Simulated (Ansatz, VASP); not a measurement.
Mg2Cd3Te: VASP beside Ansatz

Contents of INCAR:

```
  PREC = Accurate
  ENCUT = 520
  EDIFF = 1E-6
  ISMEAR = 0
  SIGMA = 0.1
  LREAL = F
  LASPH = T
  NELM = 60
  ALGO = Fast
  ISIF = 2
  LWAVE = F
  LCHARG = F
  GGA = PE
  NBANDS = 32
```

KPOINTS

```
Automatic mesh
0
Gamma
  3 3 4
```

The input POSCAR:

```
Mg2Cd3Te
1.0
    5.9294532000      0.0000000000      0.0000000000
   -2.9647266000      5.1350571000      0.0000000000
    0.0000000000      0.0000000000      4.9102023900
Mg Cd Te
2 3 1
Direct
    0.3333333300      0.6666666700      0.0000000000
    0.6666666700      0.3333333300      0.0000000000
    0.5000000000      0.0000000000      0.5000000000
    0.0000000000      0.5000000000      0.5000000000
    0.5000000000      0.5000000000      0.5000000000
    0.0000000000      0.0000000000      0.0000000000
```

Input for Ansatz:

```yaml
crystal:
  lattice:
    - [5.9294532, 0.0, 0.0]
    - [-2.9647266, 5.1350571, 0.0]
    - [0.0, 0.0, 4.91020239]
  atoms:
    - { symbol: Mg, position: [0.33333333, 0.66666667, 0.0] }
    - { symbol: Mg, position: [0.66666667, 0.33333333, 0.0] }
    - { symbol: Cd, position: [0.5, 0.0, 0.5] }
    - { symbol: Cd, position: [0.0, 0.5, 0.5] }
    - { symbol: Cd, position: [0.5, 0.5, 0.5] }
    - { symbol: Te, position: [0.0, 0.0, 0.0] }
basis:
  ecutwfc: 420
kpoints:
  mp_grid: { grid: [3, 3, 4] }
hamiltonian:
  xc: pbe
scf:
  occupations: { method: gaussian, width: 0.1 }
  lower_state_search: "off"
output:
  forces: true
  stress: true
  eigenvalues: true
```

Change from the starting cell: species swapped into the LaNi3Rh2 type (P6/mmm, No. 191).

Alike in both runs: task single point; functional PBE; k mesh 3 × 3 × 4; occupations gaussian, width 0.1 eV; no spin polarisation.

|  | VASP | Ansatz |
| --- | --- | --- |
| version | VASP 6.6.1 | Ansatz 0.2.0 |
| potentials or method | VASP PAW PBE potentials, release 64 (Mg, Cd, Te), cutoff 520 eV | scalar-relativistic, plane waves, PAW |
| valence electrons in the cell | 46 | 96 |

```tsv
	VASP	Ansatz	Ansatz less VASP
gap on the k mesh at the Fermi level (eV)	none	none	-
pressure (GPa)	1.9	1.8	-0.06
traceless stress, the component that is largest in VASP (GPa)	-1.29	-1.22	+0.073
```

A gap of «none» marks a metal or a gap that the smearing closes. VASP's potentials hold 46 valence electrons a cell and Ansatz's 96, so a difference there can come from the potentials and not from the codes.

The k mesh is coarse, so the values compare programs but aren't converged. Neither program's run includes spin-orbit coupling.
